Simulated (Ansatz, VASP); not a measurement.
One calculation of HC4, two programs

File INCAR:

```
ALGO     = Normal         # electronic algorithm
DIPOL    = 0.5 0.5 0.245
EDIFF    = 1E-7           # SCF threshold, eV
ENCUT    = 520            # plane-wave cutoff, eV
GGA      = PE             # functional
IDIPOL   = 3            
ISIF     = 2              # what is computed and relaxed
ISMEAR   = 0              # smearing method
IVDW     = 12             # dispersion correction
LASPH    = True           # aspherical terms in the spheres
LCHARG   = False          # write CHGCAR
LDIPOL   = True         
LREAL    = False          # projectors in reciprocal space
LWAVE    = False          # write WAVECAR
NBANDS   = 28             # bands
NELM     = 60             # most SCF steps
PREC     = Accurate       # precision mode
SIGMA    = 0.1            # smearing width, eV
```

Contents of KPOINTS:

```
k-points
0
Gamma
  6 6 1
```

POSCAR

```
HC4
1.0
    4.9314011428      0.0000000001      0.0000000000
   -2.4657005715      4.2707186659      0.0000000000
    0.0000000000      0.0000000000     18.0000000000
C H
8 2
Direct
    0.1666666667      0.3333333333      0.2222222222
    0.1666666667      0.8333333333      0.2222222222
    0.6666666667      0.3333333333      0.2222222222
    0.6666666667      0.8333333333      0.2222222222
    0.3333333333      0.1666666667      0.2222222222
    0.3333333333      0.6666666667      0.2222222222
    0.8333333333      0.1666666667      0.2222222222
    0.8333333333      0.6666666667      0.2222222222
    0.1568211181      0.1568221095      0.3361111111
    0.3431788819      0.3431778905      0.3361111111
```

Input for Ansatz:

```yaml
crystal:
  lattice:
    - [4.9314011428, 1.0e-10, 0.0]
    - [-2.4657005715, 4.2707186659, 0.0]
    - [0.0, 0.0, 18.0]
  atoms:
    - { symbol: C, position: [0.1666666667, 0.3333333333, 0.2222222222] }
    - { symbol: C, position: [0.1666666667, 0.8333333333, 0.2222222222] }
    - { symbol: C, position: [0.6666666667, 0.3333333333, 0.2222222222] }
    - { symbol: C, position: [0.6666666667, 0.8333333333, 0.2222222222] }
    - { symbol: C, position: [0.3333333333, 0.1666666667, 0.2222222222] }
    - { symbol: C, position: [0.3333333333, 0.6666666667, 0.2222222222] }
    - { symbol: C, position: [0.8333333333, 0.1666666667, 0.2222222222] }
    - { symbol: C, position: [0.8333333333, 0.6666666667, 0.2222222222] }
    - { symbol: H, position: [0.1568211181, 0.1568221095, 0.3361111111] }
    - { symbol: H, position: [0.3431788819, 0.3431778905, 0.3361111111] }
basis:
  ecutwfc: 420
kpoints:
  mp_grid: { grid: [6, 6, 1] }
hamiltonian:
  xc: pbe
  pseudopotentials: { kind: paw, azcp: { folder: soft_1 } }
  dispersion: d3bj
scf:
  occupations: { method: gaussian, width: 0.1 }
output:
  forces: true
  eigenvalues: true
efield:
  axis: 3
  dipole_correction: true
  ramp_width: 0.04
```

Alike in both runs: task single point; functional PBE; dispersion D3(BJ); k mesh 6 × 6 × 1; occupations gaussian, width 0.1 eV; no spin polarisation.

|  | VASP | Ansatz |
| --- | --- | --- |
| version | VASP 6.6.1 | Ansatz 0.2.0 |
| potentials or method | VASP PAW PBE potentials, release 64 (C, H), cutoff 520 eV | scalar-relativistic, plane waves, PAW |
| valence electrons in the cell | 34 | 34 |

```tsv
	VASP	Ansatz	Ansatz less VASP
gap on the k mesh at the Fermi level (eV)	0.09	0.09	0.000
least direct gap on the mesh (eV)	0.09	0.09	0.000
rms of the force components (eV/Å)	0.961	0.961	0.0000
```

Atom by atom the forces differ by 0.000 eV/Å (rms over components). Ansatz's warnings: structure snapped to symmetry.
